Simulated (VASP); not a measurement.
Ta, 1 atom in the cell. Symmetry: Im-3m, No. 229, cubic system. Conventional cell: a = 3.435 Å, b = 3.435 Å, c = 3.435 Å, α = 90.00°, β = 90.00°, γ = 90.00°. Within 3.9 Å of Ta (site symmetry m-3m) lie 14 Ta at 2.97 to 3.43 Å.  This cell differs from its parent crystal: strain +0.040 along x and y, +0.040 along z.

- Program: VASP 6.6.1
- Task: single point
- Functional: PBE
- Potentials or basis: VASP PAW PBE potentials, release 64 (Ta_pv)
- Cutoff: 520 eV
- k mesh: 20 × 20 × 20
- Occupations: gaussian, width 0.15 eV
- Spin: no spin polarisation
- Dipole correction: no
- Further INCAR settings: ALGO = Fast; EDIFF = 1e-06; NBANDS = 12

Potentials or basis: VASP PAW PBE potentials, release 64 (Ta_pv).

The run is started by

```sh
$ cat potpaw_PBE.64/Ta_pv/POTCAR > POTCAR
$ mpirun -np 1 vasp_std > vasp.out
```

Hardware: 1 thread of Intel(R) Xeon(R) Platinum 8559C (Emerald Rapids), with other jobs on the host.

Q: How long does it take, and how much memory?

A: It took 35 s on 1 thread of Intel(R) Xeon(R) Platinum 8559C (Emerald Rapids) (shared host), peak memory 0.18 GiB. Counts: scf iterations 14, k points 256.
